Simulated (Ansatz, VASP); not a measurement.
# One calculation of KCl, two programs

```xyz
2
Lattice="0.0000 3.2065 3.2065 3.2065 0.0000 3.2065 3.2065 3.2065 0.0000" Properties=species:S:1:pos:R:3 pbc="T T T"
K     0.0000    0.0000    0.0000
Cl    3.2065    3.2065    3.2065
```

Alike in both runs: task single point; functional r2SCAN; k mesh 6 × 6 × 6; no spin polarisation.

|  | VASP | Ansatz |
| --- | --- | --- |
| version | VASP 6.6.1 | Ansatz 0.2.0 |
| potentials or method | VASP PAW PBE potentials, release 64 (K_sv, Cl) | plane waves, PAW |
| plane-wave cutoff (eV) | 520 | 500 |
| occupations | gaussian, width 0.01 eV | fixed |
| valence electrons in the cell | 16 | 16 |

```tsv
	VASP	Ansatz	Ansatz less VASP
gap on the k mesh at the Fermi level (eV)	5.64	5.63	-0.004
pressure (GPa)	-1.0	-0.9	+0.03
```

VASP's potentials were made for PBE, not for r2SCAN.
